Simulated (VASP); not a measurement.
# NaPt2BrO2 (P4/mmm) in VASP: a series of runs

The runs below take NaPt2BrO2 through single point, with PBE.

Everything below comes from runs of VASP 6.6.1. Logs are shortened: lines on timing, memory, paths and dates and some standing lists are left out, and cuts for length are marked.

## Step 1: The cell of the first run

The structure is tetragonal, space group P4/mmm (No. 123). The conventional cell has a = 4.123 Å, b = 4.123 Å, c = 5.294 Å, α = 90.00°, β = 90.00°, γ = 90.00°. Na (site symmetry 4/mmm) has 4 O at 2.06 Å and 2 Br at 2.65 Å within 2.7 Å. Pt (site symmetry 4mm) has 4 O at 2.44 Å and 2 Pt at 2.62 to 2.67 Å and 4 Na at 3.20 Å within 3.2 Å. Within 3.5 Å of Br (site symmetry 4/mmm) lie 2 Na at 2.65 Å and 8 Pt at 3.21 Å and 8 O at 3.35 Å. O (site symmetry mmm) has 2 Na at 2.06 Å and 4 Pt at 2.44 Å within 2.7 Å.

## Step 2: Single point, PBE

Input file INCAR:

```
PREC = Accurate ; ENCUT = 600
EDIFF = 1E-6 ; ISMEAR = 0
SIGMA = 0.15 ; LREAL = False
LASPH = True ; NELM = 120
ALGO = Normal ; ISIF = 2
LWAVE = False ; LCHARG = False
GGA = PE ; NBANDS = 32
GGA_COMPAT = False
```

Input file KPOINTS:

```
Automatic mesh
0
Gamma
  3 3 2
```

Input file POSCAR:

```
NaPt2BrO2
1.0
    4.1230886564      0.0000000000      0.0000000000
    0.0000000000      4.1230886564      0.0000000000
    0.0000000000      0.0000000000      5.2937629933
Na Pt Br O
1 2 1 2
Direct
    0.0000000000      0.0000000000      0.5000000000
    0.5000000000      0.5000000000      0.7473691034
    0.5000000000      0.5000000000      0.2526308966
    0.0000000000      0.0000000000      0.0000000000
    0.0000000000      0.5000000000      0.5000000000
    0.5000000000      0.0000000000      0.5000000000
```

Potentials or basis: VASP PAW PBE potentials, release 64 (Na_pv, Pt, Br, O).

Launch:

```sh
cat potpaw_PBE.64/Na_pv/POTCAR potpaw_PBE.64/Pt/POTCAR potpaw_PBE.64/Br/POTCAR potpaw_PBE.64/O/POTCAR > POTCAR
mpirun -np 1 vasp_std > vasp.out
```

OUTCAR:

```text
PREC = Accurate
   ENCUT = 600
   EDIFF = 1E-6
   ISMEAR = 0
   LREAL = False
   LASPH = True
   NELM = 120
   ISIF = 2
   GGA = PE

 ion  position               nearest neighbor table
   1  0.000  0.000  0.500-   5 2.06   6 2.06   5 2.06   6 2.06   4 2.65   4 2.65
   2  0.500  0.500  0.747-   5 2.44   6 2.44   6 2.44   5 2.44   3 2.62   3 2.67
   3  0.500  0.500  0.253-   5 2.44   6 2.44   6 2.44   5 2.44   2 2.62   2 2.67
   4  0.000  0.000  0.000-   1 2.65   1 2.65
   5  0.000  0.500  0.500-   1 2.06   1 2.06   3 2.44   2 2.44   2 2.44   3 2.44
   6  0.500  0.000  0.500-   1 2.06   1 2.06   3 2.44   2 2.44   3 2.44   2 2.44

  LATTYP: Found a simple tetragonal cell.
 ALAT       =     4.1230886564
 C/A-ratio  =     1.2839314006

  Lattice vectors:

 A1 = (   4.1230886564,   0.0000000000,   0.0000000000)
 A2 = (   0.0000000000,   4.1230886564,   0.0000000000)
 A3 = (   0.0000000000,   0.0000000000,   5.2937629933)

Analysis of symmetry for initial positions (statically):
=====================================================================
 Subroutine PRICEL returns:
 Original cell was already a primitive cell.

 Routine SETGRP: Setting up the symmetry group for a
 simple tetragonal supercell.

 Subroutine GETGRP returns: Found 16 space group operations
 (whereof 16 operations were pure point group operations)
 out of a pool of 16 trial point group operations.

The static configuration has the point symmetry D_4h.

Analysis of symmetry for dynamics (positions and initial velocities):
=====================================================================
 Subroutine PRICEL returns:
 Original cell was already a primitive cell.

 Routine SETGRP: Setting up the symmetry group for a
 simple tetragonal supercell.

 Subroutine GETGRP returns: Found 16 space group operations
 (whereof 16 operations were pure point group operations)
 out of a pool of 16 trial point group operations.

The dynamic configuration has the point symmetry D_4h.

 Subroutine INISYM returns: Found 16 space group operations
 (whereof 16 operations are pure point group operations),
 and found     1 'primitive' translations

----------------------------------------------------------------------------------------

                                     Primitive cell

  volume of cell :      89.9932

  direct lattice vectors                    reciprocal lattice vectors
[... 78 lines left out ...]
   EDIFFG = 0.1E-04   stopping-criterion for IOM
   NSW    =      0    number of steps for IOM
   IBRION =     -1    ionic relax: 0-MD 1-quasi-New 2-CG
   NFREE  =      0    steps in history (QN), initial steepest desc. (CG)
   ISIF   =      2    stress and relaxation
   ISYM   =      2    0-nonsym 1-usesym 2-fastsym
   POTIM  = 0.5000    time-step for ionic-motion
   TEBEG  =    0.0;   TEEND  =   0.0 temperature during run
   PSTRESS=    0.0 pullay stress
   NELECT =      46.0000    total number of electrons
   NUPDOWN=      -1.0000    fix difference up-down
   EMIN   =  10.00;   EMAX   =-10.00  energy-range for DOS
   EFERMI =   0.00;   METHOD = LEGACY
   ISMEAR =     0;   SIGMA  =   0.15  broadening in eV -4-tet -1-fermi 0-gaus
   EFERMI_NEDOS =   21; number of points for ismear=-14 and -15
   IALGO  =     38    algorithm
   IMIX   =      4    mixing-type and parameters
     AMIX     =   0.40;   BMIX     =  1.00
     AMIX_MAG =   1.60;   BMIX_MAG =  1.00
  volume/ion in A,a.u.               =      15.00       101.22
  Fermi-wavevector in a.u.,A,eV,Ry     =   1.308953  2.473563 23.311662  1.713359
  Thomas-Fermi vector in A             =   2.439585
   LORBIT       =      0    0 simple, 1 ext, 2 COOP (PROOUT), +10 PAW based schemes
   GGA     = PE    functional components
   LHFCALC =     F    Hartree Fock is set to
   AEXX    =    0.0000 exact exchange contribution
   IVDW    =     0    specifies the selected vdW correction
   LEPSILON=     F    determine dielectric tensor
   LRPA    =     F    only Hartree local field effects (RPA)
 non-spin polarized calculation
 Gauss-broadening in eV      SIGMA  =   0.15
  energy-cutoff  :      600.00
  volume of cell :       89.99
 maximum number of plane-waves:      3033
 NGX is ok and might be reduce to    36
   NGX = 17   NGY = 17   NGZ = 21

 number of electron      45.9999998 magnetization

 Free energy of the ion-electron system (eV)
  ---------------------------------------------------
  ext. energy  EPLUGINS =         0.00000000
  ---------------------------------------------------
  free energy    TOTEN  =       -23.45607911 eV

  energy without entropy =      -23.37899729  energy(sigma->0) =      -23.41753820

 E-fermi :   4.5527     XC(G=0): -11.0561

 val. band max:        4.5233154201   @ k =   0.3333   0.0000   0.5000
 cond. band min:       4.5787424898   @ k =   0.3333   0.3333   0.5000
 fundamental gap:      0.0554270696
 Fermi energy:         4.5526956081

 k-point     1 :       0.0000    0.0000    0.0000
  band No.  band energies     occupation
      1     -15.8717      2.00000
      2     -15.7773      2.00000
      3     -15.7773      2.00000
      4     -12.9795      2.00000
      5     -12.1696      2.00000
      6     -10.1721      2.00000
[... 199 lines left out ...]
     31      13.9498      0.00000
     32      15.0912      0.00000

------------------------ aborting loop because EDIFF is reached ----------------------------------------

  FORCE on cell =-STRESS in cart. coord.  units (eV):
  Direction    XX          YY          ZZ          XY          YZ          ZX
  --------------------------------------------------------------------------------------
  -------------------------------------------------------------------------------------
  Total        0.2101931      0.2101931     -0.4105682      0.0000000     -0.0000000      0.0000000
  in kB        3.7421320      3.7421320     -7.3094720      0.0000000     -0.0000000      0.0000000
  external PRESSURE =       0.0582640 kB  Pullay stress =       0.0000000 kB

 VOLUME and BASIS-vectors are now :
 -----------------------------------------------------------------------------
  energy-cutoff  :      600.00
  volume of cell :       89.99
      direct lattice vectors                 reciprocal lattice vectors
     4.123088656  0.000000000  0.000000000     0.242536623  0.000000000  0.000000000
     0.000000000  4.123088656  0.000000000     0.000000000  0.242536623  0.000000000
     0.000000000  0.000000000  5.293762993     0.000000000  0.000000000  0.188901543

 POSITION                                       TOTAL-FORCE (eV/Angst)
 -----------------------------------------------------------------------------------
      0.00000      0.00000      2.64688        -0.000000      0.000000      0.000000
      2.06154      2.06154      3.95639         0.000000      0.000000      0.025056
      2.06154      2.06154      1.33737        -0.000000     -0.000000     -0.025056
      0.00000      0.00000      0.00000        -0.000000      0.000000      0.000000
      0.00000      2.06154      2.64688        -0.000000      0.000000      0.000000
      2.06154      0.00000      2.64688        -0.000000      0.000000      0.000000
 -----------------------------------------------------------------------------------
    total drift:                                0.000000      0.000000      0.000000

  FREE ENERGIE OF THE ION-ELECTRON SYSTEM (eV)
  ---------------------------------------------------
  free  energy   TOTEN  =       -23.4560791065 eV

  energy  without entropy=      -23.3789972871  energy(sigma->0) =      -23.41753820
```

It took 42 s on 1 thread of Intel Xeon 8259CL, shared host; peak memory 0.24 GiB.

What came out:

```yaml
Free_energy: -23.4561 eV
Pressure: 0.0 GPa
Largest_force: 0.025 eV/Å
Band_gap_on_the_k_mesh: zero (band 23 reaches 5.11 eV, above the bottom of band 24 at 4.52 eV)
```

Forces in eV/Å, atoms in the order of the input:
```
Na   0.000  0.000  0.000
Pt   0.000  0.000  0.025
Pt   0.000  0.000 -0.025
Br   0.000  0.000  0.000
O    0.000  0.000  0.000
O    0.000  0.000  0.000
```

Caveat: the k points lie up to 0.59 Å⁻¹ apart; spin-orbit coupling is left out, which moves the levels of the heavy elements.

## Step 3: Single point, PBE

Input file INCAR:

```
SYSTEM = NaPt2BrO2
ALGO = Normal
EDIFF = 1E-6
ENCUT = 600
GGA = PE
GGA_COMPAT = .False.
ISIF = 2
ISMEAR = 0
LASPH = .True.
LCHARG = .False.
LREAL = .False.
LWAVE = .False.
NBANDS = 32
NELM = 120
PREC = Accurate
SIGMA = 0.15
```

Input file KPOINTS:

```
k-points
0
Gamma
  3 3 2
  0 0 0
```

Input file POSCAR:

```
NaPt2BrO2
1.0
    4.1321733640      0.0000000000      0.0000000000
    0.0000000000      4.1321733640      0.0000000000
    0.0000000000      0.0000000000      5.2677299467
Na Pt Br O
1 2 1 2
Direct
    0.0000000000      0.0000000000      0.0000000000
    0.5000000000      0.5000000000      0.7513528112
    0.5000000000      0.5000000000      0.2486471888
    0.0000000000      0.0000000000      0.5000000000
    0.5000000000      0.0000000000      0.0000000000
    0.0000000000      0.5000000000      0.0000000000
```

Potentials or basis: VASP PAW PBE potentials, release 64 (Na_pv, Pt, Br, O).

Launch:

```sh
cat potpaw_PBE.64/Na_pv/POTCAR potpaw_PBE.64/Pt/POTCAR potpaw_PBE.64/Br/POTCAR potpaw_PBE.64/O/POTCAR > POTCAR
mpirun -np 1 vasp_std > vasp.out
```

Run time: 50 s. Hardware: 1 thread of Intel Xeon 8259CL, shared host; peak memory 0.24 GiB.

The run converged. Its results:

- Free energy: -23.4575 eV
- Pressure: 0.0 GPa
- Largest force: 0.046 eV/Å
- Band gap on the k mesh: zero (band 23 reaches 5.12 eV, above the bottom of band 24 at 4.50 eV)

Forces on the atoms (eV/Å):
```
Na   0.000  0.000  0.000
Pt   0.000  0.000  0.046
Pt   0.000  0.000 -0.046
Br   0.000  0.000  0.000
O    0.000  0.000  0.000
O    0.000  0.000  0.000
```

Levels at points of the mesh, in eV from the Fermi level:
| k point | band 20 | band 21 | band 22 | band 23 | band 24 | band 25 | band 26 | band 27 |
| --- | --- | --- | --- | --- | --- | --- | --- | --- |
| (0.00, 0.00, 0.00) | -0.82 | -0.58 | -0.58 | 0.09 | 0.09 | 0.86 | 1.00 | 4.94 |
| (0.00, 0.00, 0.50) | -1.30 | -1.09 | -1.09 | 0.58 | 0.58 | 0.66 | 1.50 | 2.06 |

Caveat: the k points lie up to 0.60 Å⁻¹ apart; spin-orbit coupling is left out, which moves the levels of the heavy elements.

## Step 4: Single point, PBE

This run uses another cell than the first one, of 16.63 Å³/atom, 1.109 times its volume.

Input file INCAR:

```
SYSTEM = NaPt2BrO2
PREC = Accurate
ENCUT = 600
EDIFF = 1E-6
ISMEAR = 0
SIGMA = 0.15
LREAL = .FALSE.
LASPH = .TRUE.
NELM = 120
ALGO = Normal
ISIF = 2
LWAVE = .FALSE.
LCHARG = .FALSE.
GGA = PE
NBANDS = 32
GGA_COMPAT = .FALSE.
```

Input file KPOINTS:

```
Automatic mesh
0
G
  3 3 2
  0 0 0
```

Input file POSCAR:

```
NaPt2BrO2
1.0
    4.3086381818      0.0000000000      0.0000000000
    0.0000000000      4.3086381818      0.0000000000
    0.0000000000      0.0000000000      5.3757877496
Na Pt Br O
1 2 1 2
Direct
    0.0000000000      0.0000000000      0.5000000000
    0.5000000000      0.5000000000      0.2763619978
    0.5000000000      0.5000000000      0.7236380022
    0.0000000000      0.0000000000      0.0000000000
    0.0000000000      0.5000000000      0.0000000000
    0.5000000000      0.0000000000      0.0000000000
```

Potentials or basis: VASP PAW PBE potentials, release 64 (Na_pv, Pt, Br, O).

Launch:

```sh
cat potpaw_PBE.64/Na_pv/POTCAR potpaw_PBE.64/Pt/POTCAR potpaw_PBE.64/Br/POTCAR potpaw_PBE.64/O/POTCAR > POTCAR
mpirun -np 1 vasp_std > vasp.out
```

OUTCAR:

```text
SYSTEM = NaPt2BrO2
   PREC = Accurate
   ENCUT = 600
   EDIFF = 1E-6
   ISMEAR = 0
   LREAL = .FALSE.
   LASPH = .TRUE.
   NELM = 120
   ISIF = 2
   GGA = PE

 ion  position               nearest neighbor table
   1  0.000  0.000  0.500-   4 2.69   4 2.69
   2  0.500  0.500  0.276-   3 2.40   5 2.62   6 2.62   6 2.62   5 2.62   3 2.97
   3  0.500  0.500  0.724-   2 2.40   5 2.62   6 2.62   6 2.62   5 2.62   2 2.97
   4  0.000  0.000  0.000-   5 2.15   6 2.15   5 2.15   6 2.15   1 2.69   1 2.69
   5  0.000  0.500  0.000-   4 2.15   4 2.15   2 2.62   3 2.62   2 2.62   3 2.62
   6  0.500  0.000  0.000-   4 2.15   4 2.15   2 2.62   2 2.62   3 2.62   3 2.62

  LATTYP: Found a simple tetragonal cell.
 ALAT       =     4.3086381818
[... 395 lines left out ...]
  Total        0.0088681      0.0088681     -0.1955572      0.0000000     -0.0000000      0.0000000
  in kB        0.1423707      0.1423707     -3.1395130      0.0000000     -0.0000000      0.0000000
  external PRESSURE =      -0.9515905 kB  Pullay stress =       0.0000000 kB

 VOLUME and BASIS-vectors are now :
 -----------------------------------------------------------------------------
  energy-cutoff  :      600.00
  volume of cell :       99.80
      direct lattice vectors                 reciprocal lattice vectors
     4.308638182  0.000000000  0.000000000     0.232091895  0.000000000  0.000000000
     0.000000000  4.308638182  0.000000000     0.000000000  0.232091895  0.000000000
     0.000000000  0.000000000  5.375787750     0.000000000  0.000000000  0.186019249

 POSITION                                       TOTAL-FORCE (eV/Angst)
 -----------------------------------------------------------------------------------
      0.00000      0.00000      2.68789         0.000000     -0.000000      0.000000
      2.15432      2.15432      1.48566         0.000000      0.000000     -0.043495
      2.15432      2.15432      3.89012        -0.000000      0.000000      0.043495
      0.00000      0.00000      0.00000         0.000000     -0.000000      0.000000
      0.00000      2.15432      0.00000         0.000000     -0.000000      0.000000
      2.15432      0.00000      0.00000         0.000000     -0.000000      0.000000
 -----------------------------------------------------------------------------------
    total drift:                                0.000000      0.000000     -0.000000

  FREE ENERGIE OF THE ION-ELECTRON SYSTEM (eV)
  ---------------------------------------------------
  free  energy   TOTEN  =       -20.9243444510 eV

  energy  without entropy=      -20.8553948639  energy(sigma->0) =      -20.88986966
```

stdout:

```text
POSCAR found type information on POSCAR NaPtBrO
 POSCAR found :  4 types and       6 ions
 scaLAPACK will be used
 LDA part: xc-table for (Slater+PW92), standard interpolation
 POSCAR, INCAR and KPOINTS ok, starting setup
 FFT: planning ... GRIDC
 FFT: planning ... GRID_SOFT
 FFT: planning ... GRID
 WAVECAR not read
 entering main loop
```

Wall time 65 s (1 thread of Intel Xeon 8259CL, shared host); peak memory 0.25 GiB.

What came out:

| Quantity | Value |
| --- | --- |
| Free energy | -20.9243 eV |
| Pressure | -0.1 GPa |
| Largest force | 0.043 eV/Å |
| Band gap on the k mesh | zero (band 23 reaches 4.49 eV, above the bottom of band 24 at 3.99 eV) |

Forces on the atoms (eV/Å):
```
Na   0.000  0.000  0.000
Pt   0.000  0.000 -0.043
Pt   0.000  0.000  0.043
Br   0.000  0.000  0.000
O    0.000  0.000  0.000
O    0.000  0.000  0.000
```

Caveat: the k points lie up to 0.58 Å⁻¹ apart; spin-orbit coupling is left out, which moves the levels of the heavy elements.

(Continued in part 2 of 2.)
